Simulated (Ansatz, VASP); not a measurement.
# One calculation of Si3N4, two programs

```
Si N
1.0
     0.00000    3.89421    3.89421
     3.89421    0.00000    3.89421
     3.89421    3.89421    0.00000
Si N
6 8
Direct
  0.75000 0.75000 0.75000
  0.50000 0.50000 0.50000
  0.62500 0.12500 0.12500
  0.12500 0.12500 0.62500
  0.12500 0.62500 0.12500
  0.12500 0.12500 0.12500
  0.36755 0.89734 0.36755
  0.88245 0.88245 0.88245
  0.89734 0.36755 0.36755
  0.88245 0.88245 0.35266
  0.88245 0.35266 0.88245
  0.36755 0.36755 0.89734
  0.35266 0.88245 0.88245
  0.36755 0.36755 0.36755
```

Alike in both runs: task relaxation of cell and atoms; functional PBE; k mesh 6 × 6 × 6; occupations gaussian, width 0.02 eV; no spin polarisation.

|  | VASP | Ansatz |
| --- | --- | --- |
| version | VASP 6.6.1 | Ansatz 0.2.0 |
| potentials or method | VASP PAW PBE potentials, release 64 (Si, N), cutoff 600 eV | scalar-relativistic, plane waves, PAW |
| valence electrons in the cell | 64 | 64 |

|  | VASP | Ansatz | Ansatz less VASP |
| --- | --- | --- | --- |
| gap on the k mesh at the Fermi level, each at its own relaxed structure (eV) | 3.34 | 3.34 | +0.007 |
| relaxed volume (Å³/atom) | 8.43 | 8.44 | +0.008 |
| relaxed cell length with the largest relative difference (Å) | 5.506 | 5.508 | +0.0017 |
